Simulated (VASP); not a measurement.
# NaErBr4: relaxation of cell and atoms with PBE

NaErBr4:

```
Na Er Br
1.0
     4.94079    0.00000    0.00000
     0.00000    4.94079    0.00000
     0.00000    0.00000    7.27363
Na Er Br
1 1 4
Direct
  0.00000 0.00000 0.50000
  0.50000 0.50000 0.00000
  0.00000 0.50000 0.23162
  0.50000 0.00000 0.23162
  0.00000 0.50000 0.76838
  0.50000 0.00000 0.76838
```

The cell was generated, and may not be a known phase.

- Program: VASP 6.6.1
- Task: relaxation of cell and atoms
- Functional: PBE
- Potentials or basis: VASP PAW PBE potentials, release 64 (Na_pv, Er_3, Br), 4f in core
- Cutoff: 500 eV
- k mesh: 6 × 6 × 4
- Occupations: gaussian, width 0.02 eV
- Spin: no spin polarisation
- Dipole correction: no
- Further INCAR settings: ALGO = Normal; EDIFF = 1e-07; IBRION = 2; EDIFFG = -0.01; NSW = 100; ISIF = 3

```yaml
Relaxed_volume: 29.66 Å³/atom
Relaxed_cell: a = 4.943 Å, b = 4.943 Å, c = 7.284 Å, α = 90.00°, β = 90.00°, γ = 90.00°
Space_group_after_relaxing_to_0.1_Å: P4/mmm (No. 123)
Energy_gained_by_relaxing: 0.0 meV/atom
Ionic_steps: 2
Pressure_after_relaxing: 0.0 GPa
Largest_force_after_relaxing: 0.007 eV/Å
Band_gap_on_the_k_mesh: 2.28 eV (least direct gap 2.72 eV)
```

Forces in eV/Å, atoms in the order of the input:
```
Na   0.000  0.000  0.000
Er   0.000  0.000  0.000
Br   0.000  0.000  0.007
Br   0.000  0.000  0.007
Br   0.000  0.000 -0.007
Br   0.000  0.000 -0.007
```

The path:
```tsv
step	energy change (eV)	largest force (eV/Å)	pressure (GPa)	volume (Å³)
1	0.0000	0.0281	0.09	177.56
2	-0.0002	0.0073	-0.01	177.98
```

Final structure:
```
Na Er Br
1.0
     4.94297    0.00000    0.00000
     0.00000    4.94297    0.00000
     0.00000    0.00000    7.28435
Na Er Br
1 1 4
Direct
  0.00000 0.00000 0.50000
  0.50000 0.50000 0.00000
  0.00000 0.50000 0.23180
  0.50000 0.00000 0.23180
  0.00000 0.50000 0.76820
  0.50000 0.00000 0.76820
```

Levels at points of the mesh, in eV from the valence-band top:
```tsv
k point	band 18	band 19	band 20	band 21	band 22	band 23	band 24	band 25	band 26
(0.00, 0.00, 0.00)	-0.89	-0.89	-0.75	-0.75	-0.45	2.28	2.88	3.43	4.88
(0.50, 0.00, 0.00)	-2.23	-1.80	-1.62	-1.10	-0.81	2.79	3.42	4.18	4.19
(0.50, 0.50, 0.00)	-1.09	-1.09	-0.57	-0.30	0.00	2.72	2.79	3.91	3.91
(0.00, 0.00, 0.50)	-1.21	-0.83	-0.83	-0.82	-0.82	2.40	2.89	4.87	5.05
(0.50, 0.00, 0.50)	-2.13	-2.11	-1.90	-1.74	-1.70	2.89	3.50	4.06	4.99
(0.50, 0.50, 0.50)	-1.91	-1.50	-0.62	-0.22	-0.09	2.93	3.25	3.73	3.73
```

Run time: 3.5 min on 1 thread of Intel(R) Xeon(R) Platinum 8259CL CPU @ 2.50GHz (Skylake/Cascade Lake) (shared host), peak memory 0.35 GiB.

Caveat: spin-orbit coupling is left out, which moves the levels of the heavy elements; the 4f electrons are frozen in the core, so they carry no moment and show no levels. A k mesh can miss the band edges.
